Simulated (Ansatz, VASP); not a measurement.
# Two plane-wave programs on Rh

File INCAR:

```
SYSTEM = Rh
ALGO = Normal
EDIFF = 1E-7
ENCUT = 520
ISIF = 2
ISMEAR = -1
ISPIN = 2
LASPH = .TRUE.
LCHARG = .FALSE.
LMAXMIX = 4
LORBIT = 11
LREAL = .FALSE.
LWAVE = .FALSE.
MAGMOM = 1
NBANDS = 18
NELM = 150
PREC = Accurate
SIGMA = 0.05
```

KPOINTS

```
k-points
0
G
  24 24 24
  0 0 0
```

File POSCAR:

```
Rh
1.0
    0.0000000000      1.9492474577      1.9492474577
    1.9492474577      0.0000000000      1.9492474577
    1.9492474577      1.9492474577      0.0000000000
Rh
1
Direct
    0.0000000000      0.0000000000      0.0000000000
```

Input for Ansatz:

```yaml
crystal:
  lattice:
    - [0.0, 1.9492474599, 1.9492474599]
    - [1.9492474599, 0.0, 1.9492474599]
    - [1.9492474599, 1.9492474599, 0.0]
  atoms:
    - { symbol: Rh, position: [0.0, 0.0, 0.0], spin: 1.0 }
hamiltonian:
  xc: lda
  pseudopotentials:
    kind: paw
    azcp:
      Rh: "pseudopotentials/Rh.paw.azcp"
basis:
  ecutwfc: 420
  fft_grid_basis: typed
kpoints:
  mp_grid: { grid: [24, 24, 24], shift: [0, 0, 0] }
magnetization:
  spin_polarized: true
scf:
  occupations: { method: fermi_dirac, width: 0.05 }
output:
  stress: true
```

Alike in both runs: task single point; functional LDA; k mesh 24 × 24 × 24; occupations fermi-dirac, width 0.05 eV; collinear spin.

|  | VASP | Ansatz |
| --- | --- | --- |
| version | VASP 6.6.1 | Ansatz 0.2.0 |
| potentials or method | VASP PAW LDA potentials, release 64 (Rh_pv), cutoff 520 eV | plane waves (420 eV) with PAW, scalar-relativistic |
| valence electrons in the cell | 15 | 17 |

VASP gave:

| Property | Result |
| --- | --- |
| pressure (GPa) | -26.3 |
| net moment per atom (μB) | 0.00 |

Q: Which values does Ansatz return?

A: Pressure (GPa): -27.0; net moment per atom (μB): 0.00.

Ansatz warns that its potentials were made for another functional, while VASP's fit it. LDA's correlation is that of Perdew and Zunger in VASP and of Perdew and Wang (1992) in Ansatz. VASP's potentials hold 15 valence electrons a cell and Ansatz's 17, so a difference there can come from the potentials and not from the codes. Ansatz's warnings: seeded moment not kept.
